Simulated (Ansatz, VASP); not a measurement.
# One calculation of Sn3Te, two programs

```
Sn Te
1.0
    -3.13350    3.13350    3.13350
     3.13350   -3.13350    3.13350
     3.13350    3.13350   -3.13350
Sn Te
3 1
Direct
  0.00000 0.50000 0.50000
  0.50000 0.00000 0.50000
  0.50000 0.50000 0.00000
  0.00000 0.00000 0.00000
```

Alike in both runs: functional PBE; k mesh 4 × 4 × 4; occupations gaussian, width 0.1 eV; no spin polarisation.

Ansatz relaxed the structure, and its values are those at the end. VASP's run is a single point on that final structure, the one shown.

```csv
,VASP,Ansatz
version,VASP 6.6.1,Ansatz 0.2.0
potentials or method,"VASP PAW PBE potentials, release 64 (Sn_d, Te), cutoff 520 eV","scalar-relativistic, plane waves, PAW"
valence electrons in the cell,48,58
```

```csv
,VASP,Ansatz,Ansatz less VASP
gap on the k mesh at the Fermi level (eV),none,none,-
pressure (GPa),-0.1,-0.1,+0.04
```

A gap of «none» marks a metal or a gap that the smearing closes. The functional is the same, so the differences come from potentials, cutoffs and numerics. VASP's potentials hold 48 valence electrons a cell and Ansatz's 58, so a difference there can come from the potentials and not from the codes.

Spin-orbit coupling is off throughout.
